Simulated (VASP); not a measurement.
# GaCuAs (P6_3/mmc) in VASP: single point with PBE

Aim: the single point of GaCuAs with PBE.

All numbers are computed with VASP 6.6.1; they aren't measurements. Logs are shortened: lines on timing, memory, paths and dates and some standing lists are left out, and cuts for length are marked.

**1. The cell of the first run**

Symmetry: P6_3/mmc, No. 194, hexagonal system. The conventional cell has a = 4.053 Å, b = 4.053 Å, c = 7.180 Å, α = 90.00°, β = 90.00°, γ = 120.00°. As (site symmetry -6m2) has 3 Cu at 2.34 Å and 6 Ga at 2.95 Å within 3.1 Å. Within 3.1 Å of Cu (site symmetry -6m2) lie 3 As at 2.34 Å and 6 Ga at 2.95 Å. Ga (site symmetry -3m) has 6 As at 2.95 Å and 6 Cu at 2.95 Å and 8 Ga at 3.59 to 4.05 Å within 4.1 Å.

**2. Single point, PBE**

Input file INCAR:

```
SYSTEM = GaCuAs
  ALGO = Normal
  EDIFF = 1E-6
  ENCUT = 820
  GGA = PE
  GGA_COMPAT = .FALSE.
  ISIF = 2
  ISMEAR = 0
  LASPH = .TRUE.
  LCHARG = .FALSE.
  LREAL = .FALSE.
  LWAVE = .FALSE.
  NBANDS = 56
  NELM = 120
  PREC = Accurate
  SIGMA = 0.2322
```

Input file KPOINTS:

```
k-points
0
G
  10 10 5
  0 0 0
```

Input file POSCAR:

```
GaCuAs
1.0
    4.0532349520     -0.0000002881      0.0000000000
   -2.0266172265      3.5102045800      0.0000000000
    0.0000000000      0.0000000000      7.1799844881
As Cu Ga
2 2 2
Direct
    0.3333333333      0.6666666667      0.2500000000
    0.6666666667      0.3333333333      0.7500000000
    0.3333333333      0.6666666667      0.7500000000
    0.6666666667      0.3333333333      0.2500000000
    0.0000000000      0.0000000000      0.0000000000
    0.0000000000      0.0000000000      0.5000000000
```

Potentials or basis: VASP PAW PBE potentials, release 64 (As_d, Cu_sv_GW, Ga_d).

Launch:

```
cat potpaw_PBE.64/As_d/POTCAR potpaw_PBE.64/Cu_sv_GW/POTCAR potpaw_PBE.64/Ga_d/POTCAR > POTCAR
mpirun -np 1 vasp_std > vasp.out
```

OUTCAR:

```text
SYSTEM = GaCuAs
   EDIFF = 1E-6
   ENCUT = 820
   GGA = PE
   ISIF = 2
   ISMEAR = 0
   LASPH = .TRUE.
   LREAL = .FALSE.
   NELM = 120
   PREC = Accurate

 ion  position               nearest neighbor table
   1  0.333  0.667  0.250-   4 2.34   4 2.34   4 2.34
   2  0.667  0.333  0.750-   3 2.34   3 2.34   3 2.34
   3  0.333  0.667  0.750-   2 2.34   2 2.34   2 2.34
   4  0.667  0.333  0.250-   1 2.34   1 2.34   1 2.34
   5  0.000  0.000  0.000-
   6  0.000  0.000  0.500-

  LATTYP: Found a hexagonal cell.
 ALAT       =     4.0532349520
 C/A-ratio  =     1.7714207474

  Lattice vectors:

 A1 = (   4.0532349520,  -0.0000002881,   0.0000000000)
 A2 = (  -2.0266172265,   3.5102045800,   0.0000000000)
 A3 = (   0.0000000000,   0.0000000000,   7.1799844881)

Analysis of symmetry for initial positions (statically):
=====================================================================
 Subroutine PRICEL returns:
 Original cell was already a primitive cell.

 Routine SETGRP: Setting up the symmetry group for a
 hexagonal supercell.

 Subroutine GETGRP returns: Found 24 space group operations
 (whereof 12 operations were pure point group operations)
 out of a pool of 24 trial point group operations.

The static configuration has the point symmetry D_3d.
 The point group associated with its full space group is D_6h.

Analysis of symmetry for dynamics (positions and initial velocities):
=====================================================================
 Subroutine PRICEL returns:
 Original cell was already a primitive cell.

 Routine SETGRP: Setting up the symmetry group for a
 hexagonal supercell.

 Subroutine GETGRP returns: Found 24 space group operations
 (whereof 12 operations were pure point group operations)
 out of a pool of 24 trial point group operations.

The dynamic configuration has the point symmetry D_3d.
 The point group associated with its full space group is D_6h.

 Subroutine INISYM returns: Found 24 space group operations
 (whereof 12 operations are pure point group operations),
 and found     1 'primitive' translations

----------------------------------------------------------------------------------------

                                     Primitive cell
[... 92 lines left out ...]
   ICHARG =      2    charge: 1-file 2-atom 10-const
   ISPIN  =      1    spin polarized calculation?
   LNONCOLLINEAR =      F non collinear calculations
   LSORBIT =      F    spin-orbit coupling
   LASPH  =      T    aspherical Exc in radial PAW
   ENCUT  =  820.0 eV  60.27 Ry    7.76 a.u.   9.46  9.46 16.76*2*pi/ulx,y,z
   NELM   =    120;   NELMIN=  2; NELMDL= -5     # of ELM steps
   EDIFF  = 0.1E-05   stopping-criterion for ELM
   LREAL  =      F    real-space projection
   EDIFFG = 0.1E-04   stopping-criterion for IOM
   NSW    =      0    number of steps for IOM
   IBRION =     -1    ionic relax: 0-MD 1-quasi-New 2-CG
   NFREE  =      0    steps in history (QN), initial steepest desc. (CG)
   ISIF   =      2    stress and relaxation
   ISYM   =      2    0-nonsym 1-usesym 2-fastsym
   POTIM  = 0.5000    time-step for ionic-motion
   TEBEG  =    0.0;   TEEND  =   0.0 temperature during run
   PSTRESS=    0.0 pullay stress
   NELECT =      94.0000    total number of electrons
   NUPDOWN=      -1.0000    fix difference up-down
   EMIN   =  10.00;   EMAX   =-10.00  energy-range for DOS
   EFERMI =   0.00;   METHOD = LEGACY
   ISMEAR =     0;   SIGMA  =   0.23  broadening in eV -4-tet -1-fermi 0-gaus
   EFERMI_NEDOS =   21; number of points for ismear=-14 and -15
   IALGO  =     38    algorithm
   IMIX   =      4    mixing-type and parameters
     AMIX     =   0.40;   BMIX     =  1.00
     AMIX_MAG =   1.60;   BMIX_MAG =  1.00
  volume/ion in A,a.u.               =      17.03       114.90
  Fermi-wavevector in a.u.,A,eV,Ry     =   1.592324  3.009057 34.497531  2.535497
  Thomas-Fermi vector in A             =   2.690727
   LORBIT       =      0    0 simple, 1 ext, 2 COOP (PROOUT), +10 PAW based schemes
   GGA     = PE    functional components
   LHFCALC =     F    Hartree Fock is set to
   AEXX    =    0.0000 exact exchange contribution
   IVDW    =     0    specifies the selected vdW correction
   LEPSILON=     F    determine dielectric tensor
   LRPA    =     F    only Hartree local field effects (RPA)
 non-spin polarized calculation
 Gauss-broadening in eV      SIGMA  =   0.23
  energy-cutoff  :      820.00
  volume of cell :      102.15
 maximum number of plane-waves:      5477
 NGX is ok and might be reduce to    40
   NGX = 19   NGY = 19   NGZ = 33

 number of electron      94.0000015 magnetization

 Free energy of the ion-electron system (eV)
  ---------------------------------------------------
  ext. energy  EPLUGINS =         0.00000000
  ---------------------------------------------------
  free energy    TOTEN  =       -21.98808129 eV

  energy without entropy =      -21.92249970  energy(sigma->0) =      -21.95529049

 E-fermi :   5.3292     XC(G=0): -11.5359

 val. band max:        5.3035290546   @ k =   0.4000  -0.0000   0.0000
 cond. band min:       5.3480693700   @ k =   0.3000   0.1000   0.0000
 fundamental gap:      0.0445403155
 Fermi energy:         5.3292304634

 k-point     1 :       0.0000    0.0000    0.0000
  band No.  band energies     occupation
      1    -107.5847      2.00000
      2    -107.5846      2.00000
      3     -65.0405      2.00000
      4     -65.0405      2.00000
      5     -65.0404      2.00000
      6     -65.0404      2.00000
[... 1405 lines left out ...]
     55      12.0823      0.00000
     56      12.2960      0.00000

 [... further k-points ...]
[... 5 lines left out ...]
  --------------------------------------------------------------------------------------
  -------------------------------------------------------------------------------------
  Total        3.0636080      3.0636080      3.0243066     -0.0000000     -0.0000000      0.0000000
  in kB       48.0491911     48.0491911     47.4327932     -0.0000000     -0.0000000      0.0000000
  external PRESSURE =      47.8437251 kB  Pullay stress =       0.0000000 kB

 VOLUME and BASIS-vectors are now :
 -----------------------------------------------------------------------------
  energy-cutoff  :      820.00
  volume of cell :      102.15
      direct lattice vectors                 reciprocal lattice vectors
     4.053234952 -0.000000288  0.000000000     0.246716525  0.142441829  0.000000000
    -2.026617226  3.510204580  0.000000000     0.000000020  0.284883692  0.000000000
     0.000000000  0.000000000  7.179984488     0.000000000  0.000000000  0.139276067

 POSITION                                       TOTAL-FORCE (eV/Angst)
 -----------------------------------------------------------------------------------
      0.00000      2.34014      1.79500         0.000000     -0.000000     -0.000000
      2.02662      1.17007      5.38499        -0.000000      0.000000      0.000000
      0.00000      2.34014      5.38499         0.000000      0.000000      0.000000
      2.02662      1.17007      1.79500        -0.000000     -0.000000      0.000000
      0.00000      0.00000      0.00000         0.000000      0.000000      0.000000
      0.00000      0.00000      3.58999         0.000000      0.000000      0.000000
 -----------------------------------------------------------------------------------
    total drift:                               -0.000000      0.000000      0.000000

  FREE ENERGIE OF THE ION-ELECTRON SYSTEM (eV)
  ---------------------------------------------------
  free  energy   TOTEN  =       -21.9880812873 eV

  energy  without entropy=      -21.9224996975  energy(sigma->0) =      -21.95529049
```

stdout:

```text
POSCAR found type information on POSCAR AsCuGa
 POSCAR found :  3 types and       6 ions
 scaLAPACK will be used
 LDA part: xc-table for (Slater+PW92), standard interpolation
 POSCAR, INCAR and KPOINTS ok, starting setup
 FFT: planning ... GRIDC
 FFT: planning ... GRID_SOFT
 FFT: planning ... GRID
 WAVECAR not read
 entering main loop
```

Run time: 15 min. Hardware: 1 thread of Intel Xeon Platinum 8375C at 2.90GHz (Ice Lake), shared host; peak memory 0.63 GiB.

Results:

- Free energy: -21.9881 eV
- Pressure: 4.8 GPa
- Band gap on the k mesh: zero (bands 47 and 48 overlap by 1.45 eV)

Caveat: the cell stands under pressure.

The gap in the log of VASP goes by the Fermi energy; the results here count the filled bands.